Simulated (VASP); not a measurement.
A run of VASP 6.6.1 is set up as follows.

The input INCAR:

```
SYSTEM = Ir
PREC = Accurate
ENCUT = 520
EDIFF = 1E-6
ISMEAR = 0
SIGMA = 0.1
LREAL = .False.
LASPH = .True.
NELM = 100
ALGO = Normal
ISIF = 2
LWAVE = .False.
LCHARG = .False.
GGA = PE
NBANDS = 26
```

Contents of KPOINTS:

```
Automatic mesh
0
Gamma
  9 9 2
  0 0 0
```

The input POSCAR:

```
Ir
1.0
    2.9685882496      0.0000000000      0.0000000000
   -1.4842941248      2.5708728376      0.0000000000
    0.0000000000      0.0000000000      8.0851793791
Ir
4
Direct
    0.0000000000      0.0000000000      0.2500000000
    0.0000000000      0.0000000000      0.7500000000
    0.3333333333      0.6666666667      0.7500000000
    0.6666666667      0.3333333333      0.2500000000
```

Potentials or basis: VASP PAW PBE potentials, release 64 (Ir).

The run is started by

```bash
$ cat potpaw_PBE.64/Ir/POTCAR > POTCAR
$ mpirun -np 1 vasp_std > vasp.out
```

**Question.** What does it give for the pressure?

**Answer.** 420.2 GPa.

**Question.** Estimate the band gap on the k mesh.

**Answer.** Zero (band 18 reaches 12.78 eV, above the bottom of band 19 at 9.11 eV).

Stress tensor (GPa, compression positive):
```
629.78   0.00   0.00
  0.00 629.78   0.00
  0.00   0.00   0.97
```

Caveat: the k points lie up to 0.39 Å⁻¹ apart; spin-orbit coupling is left out, which moves the levels of the heavy elements.
